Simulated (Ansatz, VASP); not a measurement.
# One calculation of ZnCu, two programs

```xyz
2
Lattice="2.9450 0.0000 0.0000 0.0000 2.9450 0.0000 0.0000 0.0000 2.9745" Properties=species:S:1:pos:R:3 pbc="T T T"
Zn    1.4725    1.4725    1.4872
Cu    0.0000    0.0000    0.0000
```

Change from the starting cell: zz strain of +1 %.

Alike in both runs: task single point; functional PBEsol; k mesh 14 × 14 × 14; occupations fermi-dirac, width 0.05 eV; no spin polarisation.

|  | VASP | Ansatz |
| --- | --- | --- |
| version | VASP 6.6.1 | Ansatz 0.2.0 |
| potentials or method | VASP PAW PBE potentials, release 64 (Zn, Cu), cutoff 520 eV | all-electron LAPW, scalar-relativistic |

|  | VASP | Ansatz | Ansatz less VASP |
| --- | --- | --- | --- |
| pressure (GPa) | -5.2 | -5.8 | -0.63 |
| traceless stress, the component that is largest in VASP (GPa) | -0.35 | -0.34 | +0.013 |

VASP's potentials were made for PBE, not for PBEsol. Ansatz ran all-electron here, and VASP with PAW potentials.
